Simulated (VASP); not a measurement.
# Bi (Fm-3m) in VASP: notebook

Runs on Bi. Level: PBE. Tasks: single point, relaxation of cell and atoms.

Program: VASP 6.6.1. These are calculated values, not measurements. Logs are shortened: lines on timing, memory, paths and dates and some standing lists are left out, and cuts for length are marked.

### 1 The cell of the first run

Symmetry: Fm-3m, No. 225, cubic system. Conventional cell: a = 5.032 Å, b = 5.032 Å, c = 5.032 Å, α = 90.00°, β = 90.00°, γ = 90.00°. Bi (site symmetry m-3m) has 12 Bi at 3.56 Å within 4.7 Å.

This isn't the form of Bi at room conditions, which is rhombohedral.

### 2 Single point, PBE

INCAR reads:

```
SYSTEM = Bi
  PREC = Accurate
  ENCUT = 520
  EDIFF = 1E-6
  ISMEAR = -1
  SIGMA = 0.05
  LREAL = .FALSE.
  LASPH = .TRUE.
  NELM = 60
  ALGO = Normal
  ISIF = 2
  LWAVE = .FALSE.
  LCHARG = .FALSE.
  GGA = PE
  NBANDS = 14
```

KPOINTS reads:

```
Automatic mesh
0
G
  14 14 14
  0 0 0
```

POSCAR reads:

```
Bi
1.0
    0.0000000000      2.5161747668      2.5161747668
    2.5161747668      0.0000000000      2.5161747668
    2.5161747668      2.5161747668      0.0000000000
Bi
1
Direct
    0.0000000000      0.0000000000      0.0000000000
```

Potentials or basis: VASP PAW PBE potentials, release 64 (Bi_d).

Command:

```bash
> cat potpaw_PBE.64/Bi_d/POTCAR > POTCAR
> mpirun -np 1 vasp_std > vasp.out
```

OUTCAR:

```text
SYSTEM = Bi
   PREC = Accurate
   ENCUT = 520
   EDIFF = 1E-6
   ISMEAR = -1
   LREAL = .FALSE.
   LASPH = .TRUE.
   NELM = 60
   ISIF = 2
   GGA = PE

 ion  position               nearest neighbor table
   1  0.000  0.000  0.000-

  LATTYP: Found a face centered cubic cell.
 ALAT       =     5.0323495336

  Lattice vectors:

 A1 = (   0.0000000000,   2.5161747668,   2.5161747668)
 A2 = (   2.5161747668,   0.0000000000,   2.5161747668)
 A3 = (   2.5161747668,   2.5161747668,   0.0000000000)

Analysis of symmetry for initial positions (statically):
=====================================================================
 Subroutine PRICEL returns:
 Original cell was already a primitive cell.

 Routine SETGRP: Setting up the symmetry group for a
 face centered cubic supercell.

 Subroutine GETGRP returns: Found 48 space group operations
 (whereof 48 operations were pure point group operations)
 out of a pool of 48 trial point group operations.

The static configuration has the point symmetry O_h .

Analysis of symmetry for dynamics (positions and initial velocities):
=====================================================================
 Subroutine PRICEL returns:
 Original cell was already a primitive cell.

 Routine SETGRP: Setting up the symmetry group for a
 face centered cubic supercell.

 Subroutine GETGRP returns: Found 48 space group operations
 (whereof 48 operations were pure point group operations)
 out of a pool of 48 trial point group operations.

The dynamic configuration has the point symmetry O_h .

 Subroutine INISYM returns: Found 48 space group operations
 (whereof 48 operations are pure point group operations),
 and found     1 'primitive' translations

----------------------------------------------------------------------------------------

                                     Primitive cell

  volume of cell :      31.8605

  direct lattice vectors                    reciprocal lattice vectors
     0.000000000  2.516174767  2.516174767    -0.198714337  0.198714337  0.198714337
     2.516174767  0.000000000  2.516174767     0.198714337 -0.198714337  0.198714337
     2.516174767  2.516174767  0.000000000     0.198714337  0.198714337 -0.198714337

  length of vectors
     3.558408481  3.558408481  3.558408481     0.344183327  0.344183327  0.344183327

  position of ions in fractional coordinates (direct lattice)
     0.000000000  0.000000000  0.000000000

  ion indices of the primitive-cell ions
   primitive index   ion index
                 1           1

----------------------------------------------------------------------------------------

 KPOINTS: Automatic mesh

Automatic generation of k-mesh.
 Grid dimensions read from file:
 generate k-points for:   14   14   14

 Generating k-lattice:

  Cartesian coordinates                     Fractional coordinates (reciprocal lattice)
    -0.014193881  0.014193881  0.014193881     0.071428571  0.000000000  0.000000000
     0.014193881 -0.014193881  0.014193881     0.000000000  0.071428571  0.000000000
     0.014193881  0.014193881 -0.014193881     0.000000000  0.000000000  0.071428571

  Length of vectors
     0.024584523  0.024584523  0.024584523

  Shift w.r.t. Gamma in fractional coordinates (k-lattice)
     0.000000000  0.000000000  0.000000000

 Subroutine IBZKPT returns following result:
 ===========================================

 Found    104 irreducible k-points:

 Following reciprocal coordinates:
            Coordinates               Weight
  0.000000  0.000000  0.000000      1.000000
  0.071429  0.000000  0.000000      8.000000
  0.142857  0.000000  0.000000      8.000000
  0.214286  0.000000  0.000000      8.000000
  0.285714  0.000000  0.000000      8.000000
  0.357143  0.000000  0.000000      8.000000
[... 16 lines left out ...]
  0.214286  0.142857  0.000000     24.000000
  0.285714  0.142857  0.000000     24.000000
 [... further k-points ...]
   k-points           NKPTS =    104   k-points in BZ     NKDIM =    104   number of bands    NBANDS=     14
   number of dos      NEDOS =    301   number of ions     NIONS =      1
   total plane-waves  NPLWV =  21952
   dimension x,y,z NGX =    28 NGY =   28 NGZ =   28
   dimension x,y,z NGXF=    56 NGYF=   56 NGZF=   56
   ions per type =               1
   NGX,Y,Z   is equivalent  to a cutoff of  13.08, 13.08, 13.08 a.u.
   NGXF,Y,Z  is equivalent  to a cutoff of  26.16, 26.16, 26.16 a.u.
 SYSTEM =  Bi
   PREC   = accura    normal or accurate (medium, high low for compatibility)
   ISTART =      0    job   : 0-new  1-cont  2-samecut
   ICHARG =      2    charge: 1-file 2-atom 10-const
   ISPIN  =      1    spin polarized calculation?
   LNONCOLLINEAR =      F non collinear calculations
   LSORBIT =      F    spin-orbit coupling
   LASPH  =      T    aspherical Exc in radial PAW
   ENCUT  =  520.0 eV  38.22 Ry    6.18 a.u.   6.62  6.62  6.62*2*pi/ulx,y,z
   NELM   =     60;   NELMIN=  2; NELMDL= -5     # of ELM steps
   EDIFF  = 0.1E-05   stopping-criterion for ELM
   LREAL  =      F    real-space projection
   EDIFFG = 0.1E-04   stopping-criterion for IOM
   NSW    =      0    number of steps for IOM
   IBRION =     -1    ionic relax: 0-MD 1-quasi-New 2-CG
   NFREE  =      0    steps in history (QN), initial steepest desc. (CG)
   ISIF   =      2    stress and relaxation
   ISYM   =      2    0-nonsym 1-usesym 2-fastsym
   POTIM  = 0.5000    time-step for ionic-motion
   TEBEG  =    0.0;   TEEND  =   0.0 temperature during run
   PSTRESS=    0.0 pullay stress
   NELECT =      15.0000    total number of electrons
   NUPDOWN=      -1.0000    fix difference up-down
   EMIN   =  10.00;   EMAX   =-10.00  energy-range for DOS
   EFERMI =   0.00;   METHOD = LEGACY
   ISMEAR =    -1;   SIGMA  =   0.05  broadening in eV -4-tet -1-fermi 0-gaus
   EFERMI_NEDOS =   21; number of points for ismear=-14 and -15
   IALGO  =     38    algorithm
   IMIX   =      4    mixing-type and parameters
     AMIX     =   0.40;   BMIX     =  1.00
     AMIX_MAG =   1.60;   BMIX_MAG =  1.00
  volume/ion in A,a.u.               =      31.86       215.01
  Fermi-wavevector in a.u.,A,eV,Ry     =   1.273565  2.406689 22.068212  1.621968
  Thomas-Fermi vector in A             =   2.406381
   LORBIT       =      0    0 simple, 1 ext, 2 COOP (PROOUT), +10 PAW based schemes
   GGA     = PE    functional components
   LHFCALC =     F    Hartree Fock is set to
   AEXX    =    0.0000 exact exchange contribution
   IVDW    =     0    specifies the selected vdW correction
   LEPSILON=     F    determine dielectric tensor
   LRPA    =     F    only Hartree local field effects (RPA)
 non-spin polarized calculation
  energy-cutoff  :      520.00
  volume of cell :       31.86
 maximum number of plane-waves:       882
   NGX = 13   NGY = 13   NGZ = 13

 number of electron      15.0000000 magnetization

 Free energy of the ion-electron system (eV)
  ---------------------------------------------------
  ext. energy  EPLUGINS =         0.00000000
  ---------------------------------------------------
  free energy    TOTEN  =        -3.70115506 eV

  energy without entropy =       -3.69408057  energy(sigma->0) =       -3.69761782

 E-fermi :   7.7526     XC(G=0): -10.1839

 val. band max:        7.7320641695   @ k =   0.4286   0.2857   0.1429
 cond. band min:       7.8131703881   @ k =  -0.1429   0.1429   0.0000
 fundamental gap:      0.0811062186
 Fermi energy:         7.7525757724

 k-point     1 :       0.0000    0.0000    0.0000
  band No.  band energies     occupation
      1     -15.3715      2.00000
      2     -15.3715      2.00000
      3     -15.3715      2.00000
      4     -15.3073      2.00000
      5     -15.3073      2.00000
      6      -5.7339      2.00000
      7      12.5011      0.00000
      8      12.5011      0.00000
      9      12.5011      0.00000
     10      16.2863      0.00000
     11      16.7892      0.00000
     12      18.3951      0.00000
     13      18.3951      0.00000
     14      18.3951      0.00000

 k-point     2 :       0.0714    0.0000    0.0000
  band No.  band energies     occupation
      1     -15.3709      2.00000
      2     -15.3679      2.00000
      3     -15.3679      2.00000
      4     -15.3073      2.00000
      5     -15.3073      2.00000
      6      -5.6484      2.00000
      7      11.4713      0.00000
      8      12.3996      0.00000
      9      12.3996      0.00000
     10      16.2618      0.00000
     11      17.0260      0.00000
     12      18.5773      0.00000
     13      18.5773      0.00000
     14      19.5102      0.00000

 k-point     3 :       0.1429    0.0000    0.0000
  band No.  band energies     occupation
      1     -15.3692      2.00000
      2     -15.3597      2.00000
      3     -15.3597      2.00000
      4     -15.3052      2.00000
      5     -15.3052      2.00000
      6      -5.3945      2.00000
      7       9.5543      0.00000
      8      12.1379      0.00000
      9      12.1379      0.00000
     10      15.6782      0.00000
     11      18.2519      0.00000
     12      18.9582      0.00000
     13      18.9582      0.00000
     14      19.5362      0.00000
[... 324 lines left out ...]
 k-point    23 :       0.2143    0.1429    0.0000
  band No.  band energies     occupation
      1     -15.3877      2.00000
      2     -15.3361      2.00000
      3     -15.3327      2.00000
      4     -15.3210      2.00000
      5     -15.2874      2.00000
      6      -4.9762      2.00000
      7       8.7009      0.00000
      8      10.6912      0.00000
      9      10.8521      0.00000
     10      15.0622      0.00000
     11      16.1890      0.00000
     12      19.5531      0.00000
     13      20.8672      0.00000
     14      21.2669      0.00000

 k-point    24 :       0.2857    0.1429    0.0000
  band No.  band energies     occupation
      1     -15.3857      2.00000
      2     -15.3412      2.00000
      3     -15.3292      2.00000
      4     -15.3063      2.00000
      5     -15.2715      2.00000
      6      -4.5223      2.00000
      7       6.9719      2.00000
      8      10.3344      0.00000
      9      10.4160      0.00000
     10      14.9541      0.00000
     11      16.3232      0.00000
     12      19.1434      0.00000
     13      20.4203      0.00000
     14      20.8918      0.00000

 [... further k-points ...]

------------------------ aborting loop because EDIFF is reached ----------------------------------------

  FORCE on cell =-STRESS in cart. coord.  units (eV):
  Direction    XX          YY          ZZ          XY          YZ          ZX
  --------------------------------------------------------------------------------------
  -------------------------------------------------------------------------------------
  Total       -0.0056098     -0.0056098     -0.0056098      0.0000000      0.0000000     -0.0000000
  in kB       -0.2821012     -0.2821012     -0.2821012      0.0000000      0.0000000     -0.0000000
  external PRESSURE =      -0.2821012 kB  Pullay stress =       0.0000000 kB

 VOLUME and BASIS-vectors are now :
 -----------------------------------------------------------------------------
  energy-cutoff  :      520.00
  volume of cell :       31.86
      direct lattice vectors                 reciprocal lattice vectors
     0.000000000  2.516174767  2.516174767    -0.198714337  0.198714337  0.198714337
     2.516174767  0.000000000  2.516174767     0.198714337 -0.198714337  0.198714337
     2.516174767  2.516174767  0.000000000     0.198714337  0.198714337 -0.198714337

 POSITION                                       TOTAL-FORCE (eV/Angst)
 -----------------------------------------------------------------------------------
      0.00000      0.00000      0.00000         0.000000      0.000000     -0.000000
 -----------------------------------------------------------------------------------
    total drift:                               -0.000000     -0.000000     -0.000000

  FREE ENERGIE OF THE ION-ELECTRON SYSTEM (eV)
  ---------------------------------------------------
  free  energy   TOTEN  =        -3.7011550600 eV

  energy  without entropy=       -3.6940805714  energy(sigma->0) =       -3.69761782
```

Run time: 54 s. Hardware: 1 thread of Intel Xeon 8259CL, shared host; peak memory 0.18 GiB.

Results:

```
Free energy            : -3.7012 eV
Pressure               : 0.0 GPa
Band gap on the k mesh : zero (an odd number of electrons rules out a gap without spin polarisation)
```

Levels at points of the mesh, in eV from the Fermi level:
```
           k point  band 5  band 6  band 7  band 8  band 9  band 10
(0.00, 0.00, 0.00)  -23.06  -13.49    4.75    4.75    4.75     8.53
(0.50, 0.00, 0.00)  -22.99  -10.75   -5.19    3.22    3.22     7.17
(0.50, 0.50, 0.00)  -22.97   -9.70   -4.41    0.32    0.32     3.99
```

Caveat: spin-orbit coupling is left out, which moves the levels of the heavy elements.

(Continued in part 2 of 3.)

The gap in the log of VASP goes by the Fermi energy; the results here count the filled bands.